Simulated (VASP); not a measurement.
Set up this calculation in VASP 6.6.1, as the native input.

```yaml
Task: single point
Functional: PBE
Potentials_or_basis: VASP PAW PBE potentials, release 64 (Ru_pv, Bi_d)
Cutoff: 520 eV
k_mesh: 10 × 10 × 10
Occupations: fermi-dirac, width 0.05 eV
Spin: no spin polarisation
Dipole_correction: no
Further_INCAR_settings: ALGO = Normal; EDIFF = 1e-06; NBANDS = 22
```

The structure of BiRu (rocksalt type) lies in POSCAR:

```
BiRu
1.0
    0.0000000000      2.7467113722      2.7467113722
    2.7467113722      0.0000000000      2.7467113722
    2.7467113722      2.7467113722      0.0000000000
Ru Bi
1 1
Direct
    0.0000000000      0.0000000000      0.0000000000
    0.5000000000      0.5000000000      0.5000000000
```

This cell differs from its parent crystal: volume scaled by 0.97.

One way to write it, as run:

INCAR

```
SYSTEM = BiRu
PREC = Accurate
ENCUT = 520
EDIFF = 1E-6
ISMEAR = -1
SIGMA = 0.05
LREAL = .False.
LASPH = .True.
NELM = 100
ALGO = Normal
ISIF = 2
LWAVE = .False.
LCHARG = .True.
GGA = PE
LELF = .True.
LVHAR = .True.
NBANDS = 22
```

KPOINTS

```
Automatic mesh
0
Gamma
  10 10 10
  0 0 0
```

Potentials or basis: VASP PAW PBE potentials, release 64 (Ru_pv, Bi_d).

Run with:

```console
$ cat potpaw_PBE.64/Ru_pv/POTCAR potpaw_PBE.64/Bi_d/POTCAR > POTCAR
$ mpirun -np 1 vasp_std > vasp.out
```

It gave:

- Pressure: 3.8 GPa

Wall time 26 s on 1 thread of Intel(R) Xeon(R) Platinum 8488C (Sapphire Rapids), on a shared host, peak memory 0.19 GiB.
